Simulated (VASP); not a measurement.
Runs of VASP 6.6.1 on P. The structure is that of space group R-3m (No. 166), or close to it. The cells are those of the table. 

```csv
cell,gap on the mesh (eV),pressure (GPa),largest force (eV/Å)
"a = 3.717 Å, angles 56.2°, 2 atoms",none,-4.9,0.03
"a = 3.384 Å, angles 60.0°, 2 atoms",none,(b),(a)
"a = 3.491 Å, angles 58.7°, 2 atoms",none,2.0,0.03
"a = 3.424 Å, angles 59.8°, 2 atoms",none,2.7,0.02
"a = 3.544 Å, angles 58.1°, 2 atoms",none,0.0,0.03
```

Alike in all rows: task single point; level PBEsol; potentials or basis VASP PAW PBE potentials, release 64 (P); no spin polarisation; k mesh 15 × 15 × 15; cutoff (eV) 520; smearing gaussian 0.1 eV.

**Question.** Fill in the values left out.

**Answer.** (a) 0.01; (b) 6.3.

Caveats: the PAW data sets were made with another functional, which shifts forces and pressure a little.

A gap of «none» marks levels without a gap at the run's occupations.
